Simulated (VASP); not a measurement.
InWS3:

```xyz
5
Lattice="4.2634 0.0000 0.0000 -2.1317 3.6922 0.0000 0.0000 0.0000 7.3190" Properties=species:S:1:pos:R:3 pbc="T T T"
In    0.0000    0.0000    0.0000
W     0.0000    0.0000    3.6595
S     2.1317    0.0000    0.0000
S    -1.0659    1.8461    0.0000
S     1.0659    1.8461    0.0000
```

The cell was built from a structure type or drawn by symmetry, and may not be a known phase.

```yaml
Program: VASP 6.6.1
Task: relaxation of cell and atoms
Functional: PBE
Potentials_or_basis: VASP PAW PBE potentials, release 64 (In_d, W_sv, S)
Cutoff: 500 eV
k_mesh: 6 × 6 × 4
Occupations: gaussian, width 0.1 eV
Spin: collinear spin
Starting_moments: "[0.03, 3.23, -0.03, -0.03, -0.03] μB"
```

At the start: pressure 59.2 GPa; volume 23.04 Å³/atom.

**Question.** How do energy, volume and symmetry change on relaxing?

**Answer.** Over 15 steps the energy falls by 2765.9 meV/atom and the volume is 29.38 Å³/atom (+27.5 %); space group P6/mmm (No. 191, to 0.1 Å) before and after; moment 4.40 μB per cell.

The path:
```csv
step,energy change (eV),largest force (eV/Å),pressure (GPa),volume (Å³)
1,0.0000,0.0000,59.19,115.21
2,-8.6535,0.0000,-5.95,298.82
3,-12.8890,0.0000,-1.85,191.70
4,-12.8972,0.0000,-1.55,189.99
5,-12.9001,0.0000,-1.19,188.08
6,-13.0539,0.0000,-1.30,181.65
7,-13.4937,0.0000,-1.26,164.76
8,-13.1904,0.0000,5.91,130.65
9,-13.6868,0.0000,-0.99,156.76
10,-13.8189,0.0000,0.84,143.73
11,-13.8261,0.0000,0.16,147.07
12,-13.8280,0.0000,0.34,146.08
13,-13.8270,0.0000,0.51,145.24
14,-13.8259,0.0000,-0.56,148.94
15,-13.8297,0.0000,0.01,146.91
```

Final structure:
```yaml
crystal:
  lattice:
    - [5.51481, 0.00000, 0.00000]
    - [-2.75741, 4.77597, 0.00000]
    - [0.00000, 0.00000, 5.57776]
  atoms:
    - { symbol: In, position: [0.00000, 0.00000, 0.00000] }
    - { symbol: W, position: [0.00000, 0.00000, 0.50000] }
    - { symbol: S, position: [0.50000, 0.00000, 0.00000] }
    - { symbol: S, position: [0.00000, 0.50000, 0.00000] }
    - { symbol: S, position: [0.50000, 0.50000, 0.00000] }
```

Caveat: the volume moved by over 15 % at a fixed basis, so the end points are rough.
